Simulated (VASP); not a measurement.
# Bi in VASP: settings compared

Aim: see how the results for Bi move with the level of theory and the settings. Levels: PBE, HSE06, PBE0. Tasks: single point.

Everything below comes from runs of VASP 6.6.1. Logs are shortened: lines on timing, memory, paths and dates and some standing lists are left out, and cuts for length are marked.

## (1) The cell of the first run

The cell holds a single atom in a box, 1 atom: a = 14.000 Å, b = 14.400 Å, c = 14.800 Å, α = 90.00°, β = 90.00°, γ = 90.00°.

## (2) Single point, PBE, collinear spin

Contents of INCAR:

```
SYSTEM = Bi
PREC     = Accurate       ! precision mode
ENCUT    = 520            ! plane-wave cutoff, eV
EDIFF    = 1E-7           ! SCF threshold, eV
ISMEAR   = -1             ! smearing method
SIGMA    = 0.01           ! smearing width, eV
LREAL    = .FALSE.        ! projectors in reciprocal space
LASPH    = .TRUE.         ! aspherical terms in the spheres
NELM     = 150            ! most SCF steps
ALGO     = Normal         ! electronic algorithm
ISIF     = 2              ! what is computed and relaxed
LWAVE    = .FALSE.        ! write WAVECAR
LCHARG   = .FALSE.        ! write CHGCAR
ISPIN    = 2              ! spin polarisation
MAGMOM   = 3              ! initial moments
LORBIT   = 11             ! projections on sites
GGA      = PE             ! functional
ISYM     = 0            
NBANDS   = 18             ! bands
```

Contents of KPOINTS:

```
Automatic mesh
0
G
  1 1 1
  0 0 0
```

Contents of POSCAR:

```
Bi
1.0
   14.0000000000      0.0000000000      0.0000000000
    0.0000000000     14.4000000000      0.0000000000
    0.0000000000      0.0000000000     14.8000000000
Bi
1
Direct
    0.5000000000      0.5000000000      0.5000000000
```

Potentials or basis: VASP PAW PBE potentials, release 64 (Bi_d).

Started as:

```
cat potpaw_PBE.64/Bi_d/POTCAR > POTCAR
mpirun -np 1 vasp_gam > vasp.out
```

OUTCAR:

```text
SYSTEM = Bi
   PREC = Accurate
   ENCUT = 520
   EDIFF = 1E-7
   ISMEAR = -1
   LREAL = .FALSE.
   LASPH = .TRUE.
   NELM = 150
   ISIF = 2
   ISPIN = 2
   LORBIT = 11
   GGA = PE
   ISYM = 0

 ion  position               nearest neighbor table
   1  0.500  0.500  0.500-

IMPORTANT INFORMATION: All symmetrisations will be switched off!
NOSYMM: (Re-)initialisation of all symmetry stuff for point group C_1.

----------------------------------------------------------------------------------------

                                     Primitive cell

  volume of cell :    2983.6800

  direct lattice vectors                    reciprocal lattice vectors
    14.000000000  0.000000000  0.000000000     0.071428571  0.000000000  0.000000000
     0.000000000 14.400000000  0.000000000     0.000000000  0.069444444  0.000000000
     0.000000000  0.000000000 14.800000000     0.000000000  0.000000000  0.067567568

  length of vectors
    14.000000000 14.400000000 14.800000000     0.071428571  0.069444444  0.067567568

  position of ions in fractional coordinates (direct lattice)
     0.500000000  0.500000000  0.500000000

  ion indices of the primitive-cell ions
   primitive index   ion index
                 1           1

----------------------------------------------------------------------------------------

 KPOINTS: Automatic mesh

Automatic generation of k-mesh.
 Grid dimensions read from file:
 generate k-points for:    1    1    1

 Generating k-lattice:

  Cartesian coordinates                     Fractional coordinates (reciprocal lattice)
     0.071428571  0.000000000  0.000000000     1.000000000  0.000000000  0.000000000
     0.000000000  0.069444444  0.000000000     0.000000000  1.000000000  0.000000000
     0.000000000  0.000000000  0.067567568     0.000000000  0.000000000  1.000000000

  Length of vectors
     0.071428571  0.069444444  0.067567568

  Shift w.r.t. Gamma in fractional coordinates (k-lattice)
     0.000000000  0.000000000  0.000000000

 Subroutine IBZKPT returns following result:
 ===========================================

 Found      1 irreducible k-points:

 Following reciprocal coordinates:
            Coordinates               Weight
  0.000000  0.000000  0.000000      1.000000
   k-points           NKPTS =      1   k-points in BZ     NKDIM =      1   number of bands    NBANDS=     18
   number of dos      NEDOS =    301   number of ions     NIONS =      1
   total plane-waves  NPLWV = ******
   dimension x,y,z NGX =   108 NGY =  108 NGZ =  112
   dimension x,y,z NGXF=   216 NGYF=  216 NGZF=  224
   ions per type =               1
   NGX,Y,Z   is equivalent  to a cutoff of  12.82, 12.47, 12.58 a.u.
   NGXF,Y,Z  is equivalent  to a cutoff of  25.65, 24.94, 25.16 a.u.
 SYSTEM =  Bi
   PREC   = accura    normal or accurate (medium, high low for compatibility)
   ISTART =      0    job   : 0-new  1-cont  2-samecut
   ICHARG =      2    charge: 1-file 2-atom 10-const
   ISPIN  =      2    spin polarized calculation?
   LNONCOLLINEAR =      F non collinear calculations
   LSORBIT =      F    spin-orbit coupling
   LASPH  =      T    aspherical Exc in radial PAW
   ENCUT  =  520.0 eV  38.22 Ry    6.18 a.u.  26.03 26.77 27.52*2*pi/ulx,y,z
   NELM   =    150;   NELMIN=  2; NELMDL= -5     # of ELM steps
   EDIFF  = 0.1E-06   stopping-criterion for ELM
   LREAL  =      F    real-space projection
   EDIFFG = 0.1E-05   stopping-criterion for IOM
   NSW    =      0    number of steps for IOM
   IBRION =     -1    ionic relax: 0-MD 1-quasi-New 2-CG
   NFREE  =      0    steps in history (QN), initial steepest desc. (CG)
   ISIF   =      2    stress and relaxation
   ISYM   =      0    0-nonsym 1-usesym 2-fastsym
   POTIM  = 0.5000    time-step for ionic-motion
   TEBEG  =    0.0;   TEEND  =   0.0 temperature during run
   PSTRESS=    0.0 pullay stress
   NELECT =      15.0000    total number of electrons
   NUPDOWN=      -1.0000    fix difference up-down
   EMIN   =  10.00;   EMAX   =-10.00  energy-range for DOS
   EFERMI =   0.00;   METHOD = LEGACY
   ISMEAR =    -1;   SIGMA  =   0.01  broadening in eV -4-tet -1-fermi 0-gaus
   EFERMI_NEDOS =   21; number of points for ismear=-14 and -15
   IALGO  =     38    algorithm
   IMIX   =      4    mixing-type and parameters
     AMIX     =   0.40;   BMIX     =  1.00
     AMIX_MAG =   1.60;   BMIX_MAG =  1.00
  volume/ion in A,a.u.               =    2983.68     20134.87
  Fermi-wavevector in a.u.,A,eV,Ry     =   0.280449  0.529973  1.070124  0.078652
  Thomas-Fermi vector in A             =   1.129227
   LORBIT       =     11    0 simple, 1 ext, 2 COOP (PROOUT), +10 PAW based schemes
   GGA     = PE    functional components
   LHFCALC =     F    Hartree Fock is set to
   AEXX    =    0.0000 exact exchange contribution
   IVDW    =     0    specifies the selected vdW correction
   LEPSILON=     F    determine dielectric tensor
   LRPA    =     F    only Hartree local field effects (RPA)
 spin polarized calculation
  energy-cutoff  :      520.00
  volume of cell :     2983.68
 maximum number of plane-waves:     40220
 NGX is ok and might be reduce to   108
   NGX = 53   NGY = 53   NGZ = 55

 number of electron      15.0000004 magnetization       3.0000000

 Free energy of the ion-electron system (eV)
  ---------------------------------------------------
  ext. energy  EPLUGINS =         0.00000000
  ---------------------------------------------------
  free energy    TOTEN  =        -1.36007644 eV

  energy without entropy =       -1.36007644  energy(sigma->0) =       -1.36007644

 E-fermi :  -4.7861     XC(G=0):  -0.3391

 val. band max:       -5.0483499725   @ k =   0.0000   0.0000   0.0000
 cond. band min:      -3.2296051556   @ k =   0.0000   0.0000   0.0000
 fundamental gap:      1.8187448168
 Fermi energy:        -4.7860954280

 spin component 1

 k-point     1 :       0.0000    0.0000    0.0000
  band No.  band energies     occupation
      1     -26.8380      1.00000
      2     -26.8380      1.00000
      3     -26.8380      1.00000
      4     -26.8380      1.00000
      5     -26.8380      1.00000
      6     -14.8351      1.00000
[... 10 lines left out ...]
     17       0.7956      0.00000
     18       0.8095      0.00000
 Fermi energy:        -4.7860954280

 spin component 2

 k-point     1 :       0.0000    0.0000    0.0000
  band No.  band energies     occupation
      1     -26.5280      1.00000
      2     -26.5280      1.00000
      3     -26.5280      1.00000
      4     -26.5280      1.00000
      5     -26.5280      1.00000
      6     -13.2817      1.00000
[... 10 lines left out ...]
     17       1.4296      0.00000
     18       1.4654      0.00000

------------------------ aborting loop because EDIFF is reached ----------------------------------------

  FORCE on cell =-STRESS in cart. coord.  units (eV):
  Direction    XX          YY          ZZ          XY          YZ          ZX
  --------------------------------------------------------------------------------------
  -------------------------------------------------------------------------------------
  Total       -0.0147135     -0.0152602     -0.0148338     -0.0000003     -0.0000002     -0.0000004
  in kB       -0.0079008     -0.0081944     -0.0079655     -0.0000002     -0.0000001     -0.0000002
  external PRESSURE =      -0.0080202 kB  Pullay stress =       0.0000000 kB

 VOLUME and BASIS-vectors are now :
 -----------------------------------------------------------------------------
  energy-cutoff  :      520.00
  volume of cell :     2983.68
      direct lattice vectors                 reciprocal lattice vectors
    14.000000000  0.000000000  0.000000000     0.071428571  0.000000000  0.000000000
     0.000000000 14.400000000  0.000000000     0.000000000  0.069444444  0.000000000
     0.000000000  0.000000000 14.800000000     0.000000000  0.000000000  0.067567568

 POSITION                                       TOTAL-FORCE (eV/Angst)
 -----------------------------------------------------------------------------------
      7.00000      7.20000      7.40000         0.000000     -0.000000     -0.000000
 -----------------------------------------------------------------------------------
    total drift:                                0.000000     -0.000000     -0.000000

  FREE ENERGIE OF THE ION-ELECTRON SYSTEM (eV)
  ---------------------------------------------------
  free  energy   TOTEN  =        -1.3600764355 eV

  energy  without entropy=       -1.3600764355  energy(sigma->0) =       -1.36007644

 total charge

# of ion       s       p       d       tot
------------------------------------------
    1        1.536   1.286   9.880  12.703

 magnetization (x)

# of ion       s       p       d       tot
------------------------------------------
    1        0.001   1.286  -0.002   1.285
```

stdout:

```text
POSCAR found type information on POSCAR Bi
 POSCAR found :  1 types and       1 ions
 scaLAPACK will be used
 LDA part: xc-table for (Slater+PW92), standard interpolation
 POSCAR, INCAR and KPOINTS ok, starting setup
 FFT: planning ... GRIDC
 FFT: planning ... GRID_SOFT
 FFT: planning ... GRID
 WAVECAR not read
 entering main loop
```

Run time: 8.8 min. Hardware: 1 thread of Intel Xeon Platinum 8259CL at 2.50GHz (Skylake/Cascade Lake), shared host; peak memory 2.8 GiB.

Results:

```
Free energy                                           : -1.3601 eV
Pressure                                              : 0.0 GPa
Band gap on the k mesh                                : 1.82 eV
Net moment                                            : 3.00 μB per cell
Site moments                                          : Bi +1.28 μB
Valence electrons inside the program's atomic spheres : Bi 12.70
```

Levels at points of the mesh, in eV from the valence-band top:
Spin up:
| k point | band 5 | band 6 | band 7 | band 8 | band 9 | band 10 | band 11 | band 12 | band 13 | band 14 |
| --- | --- | --- | --- | --- | --- | --- | --- | --- | --- | --- |
| (0.00, 0.00, 0.00) | -21.79 | -9.79 | 0.00 | 0.00 | 0.00 | 4.35 | 5.39 | 5.45 | 5.48 | 5.51 |
Spin down:
```
           k point  band 4  band 5  band 6  band 7  band 8  band 9
(0.00, 0.00, 0.00)  -21.48  -21.48   -8.23    1.82    1.82    1.82
```

Caveat: spin-orbit coupling is left out, which moves the levels of the heavy elements.

[end of part 1 of 2]
